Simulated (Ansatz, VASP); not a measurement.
# Zr12C in VASP and in Ansatz

```
CELL_PARAMETERS angstrom
6.46000 0.00000 0.00000
-4.84500 8.39179 0.00000
0.00000 0.00000 5.14539
ATOMIC_POSITIONS crystal
Zr 0.00363 0.00491 0.99798
Zr 0.16797 0.22351 0.50162
Zr 0.99823 0.33020 0.99721
Zr 0.16648 0.55575 0.49838
Zr 0.00277 0.66704 0.99755
Zr 0.16866 0.88864 0.50137
Zr 0.50028 0.99992 0.00092
Zr 0.66880 0.22575 0.50300
Zr 0.49869 0.33218 0.99857
Zr 0.66322 0.55085 0.50185
Zr 0.49778 0.66677 0.99870
Zr 0.66396 0.88841 0.50263
C 0.33407 0.77865 0.24958
```

Alike in both runs: functional PBE; k mesh 3 × 2 × 3; occupations fermi-dirac, width 0.1 eV; no spin polarisation.

Ansatz relaxed the structure, and its values are those at the end. VASP's run is a single point on that final structure, the one shown.

```csv
,VASP,Ansatz
version,VASP 6.6.1,Ansatz 0.2.0
potentials or method,"VASP PAW PBE potentials, release 64 (Zr_sv, C), cutoff 520 eV","scalar-relativistic, plane waves, PAW"
valence electrons in the cell,148,148
```

|  | VASP | Ansatz | Ansatz less VASP |
| --- | --- | --- | --- |
| rms of the force components (eV/Å) | 0.021 | 0.020 | -0.0006 |

With one functional, cell and mesh, what is left measures potentials, basis and numerics.

The k mesh is coarse, so the values compare programs but aren't converged.
